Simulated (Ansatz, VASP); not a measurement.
# MgO: VASP beside Ansatz

File POSCAR:

```
MgO
1.0
    0.0000000000      2.1021680189      2.1021680189
    2.1021680189      0.0000000000      2.1021680189
    2.1021680189      2.1021680189      0.0000000000
Mg O
1 1
Direct
    0.0000000000      0.0000000000      0.0000000000
    0.5000000000      0.5000000000      0.5000000000
```

INCAR.step1

```
PREC = Accurate
ENCUT = 520
EDIFF = 1E-5
ISMEAR = 0
SIGMA = 0.01
LREAL = False
LASPH = True
NELM = 100
ALGO = Normal
ISIF = 2
LWAVE = True
LCHARG = False
GGA = PE
NBANDS = 11
```

The input INCAR.step2:

```
PREC = Accurate
ENCUT = 520
EDIFF = 1E-6
ISMEAR = 0
SIGMA = 0.01
LREAL = False
LASPH = True
NELM = 100
ALGO = Normal
ISIF = 2
LWAVE = False
LCHARG = False
METAGGA = R2SCAN
LHFCALC = True
AEXX = 0.25
LMIXTAU = True
PRECFOCK = Normal
ISTART = 1
NBANDS = 11
```

The input KPOINTS:

```
Automatic mesh
0
Gamma
  8 8 8
```

Input for Ansatz:

```yaml
crystal:
  lattice:
    - [0.0, 2.1021680189, 2.1021680189]
    - [2.1021680189, 0.0, 2.1021680189]
    - [2.1021680189, 2.1021680189, 0.0]
  atoms:
    - { symbol: Mg, position: [0.0, 0.0, 0.0] }
    - { symbol: O, position: [0.5, 0.5, 0.5] }
kpoints:
  mp_grid: { grid: [8, 8, 8] }
  band_path:
    path:
      - [0.0, 0.0, 0.0]
      - [0.5, 0.0, 0.5]
      - [0.625, 0.25, 0.625]
      - [0.375, 0.375, 0.75]
      - [0.5, 0.5, 0.5]
      - [0.5, 0.25, 0.75]
    npoints: 1
hamiltonian:
  xc: r2scan0
scf:
  occupations: { method: fixed }
  n_extra_bands: 4
output:
  forces: true
  stress: true
  eigenvalues: true
```

Alike in both runs: task single point; functional r2SCAN0; k mesh 8 × 8 × 8; no spin polarisation.

|  | VASP | Ansatz |
| --- | --- | --- |
| version | VASP 6.6.1 | Ansatz 0.2.0 |
| potentials or method | VASP PAW PBE potentials, release 64 (Mg, O) | plane waves, PAW |
| plane-wave cutoff (eV) | 520 | 500 |
| occupations | gaussian, width 0.01 eV | fixed |
| valence electrons in the cell | 8 | 16 |

```tsv
	VASP	Ansatz	Ansatz less VASP
gap on the k mesh at the Fermi level (eV)	7.84	7.88	+0.040
pressure (GPa)	-4.2	-3.5	+0.64
```

VASP's potentials were made for PBE, not for r2SCAN0. VASP's potentials hold 8 valence electrons a cell and Ansatz's 16, so a difference there can come from the potentials and not from the codes. Ansatz's warnings: stress exchange threshold loose, stress scf threshold loose.
